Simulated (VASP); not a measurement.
Ge2Bi2S, 5 atoms in the cell. Symmetry: P-3m1, No. 164, trigonal system. Conventional cell: a = 4.096 Å, b = 4.096 Å, c = 8.881 Å, α = 90.00°, β = 90.00°, γ = 120.00°. Ge (site symmetry 3m) has 1 Ge at 2.40 Å and 6 Bi at 2.45 to 2.96 Å and 1 S at 3.24 Å within 3.3 Å. Bi (site symmetry 3m) has 6 Ge at 2.45 to 2.96 Å and 3 Bi at 2.63 Å within 3.2 Å. S (site symmetry -3m) has 2 Ge at 3.24 Å and 6 S at 4.10 Å within 4.3 Å. The cell was built from a structure type or drawn by symmetry, and may not be a known phase.

```yaml
Program: VASP 6.6.1
Task: single point
Functional: PBE
Potentials_or_basis: VASP PAW PBE potentials, release 64 (Ge_d, Bi_d, S)
Cutoff: 520 eV
k_mesh: 6 × 6 × 2
Occupations: gaussian, width 0.1 eV
Spin: no spin polarisation
Dipole_correction: no
Further_INCAR_settings: ALGO = Normal; EDIFF = 1e-06; NBANDS = 40
```

Potentials or basis: VASP PAW PBE potentials, release 64 (Ge_d, Bi_d, S).

Run with:

```console
$ cat potpaw_PBE.64/Ge_d/POTCAR potpaw_PBE.64/Bi_d/POTCAR potpaw_PBE.64/S/POTCAR > POTCAR
$ mpirun -np 1 vasp_std > vasp.out
```

Hardware: 1 thread of AMD EPYC 9R45 96-Core Processor (Zen 5) (shared host).

Problem. Estimate the wall time of this run.

Solution. Run time: 47 s on 1 thread of AMD EPYC 9R45 96-Core Processor (Zen 5) (shared host), peak memory 0.24 GiB. Counts: scf iterations 16, k points 14.
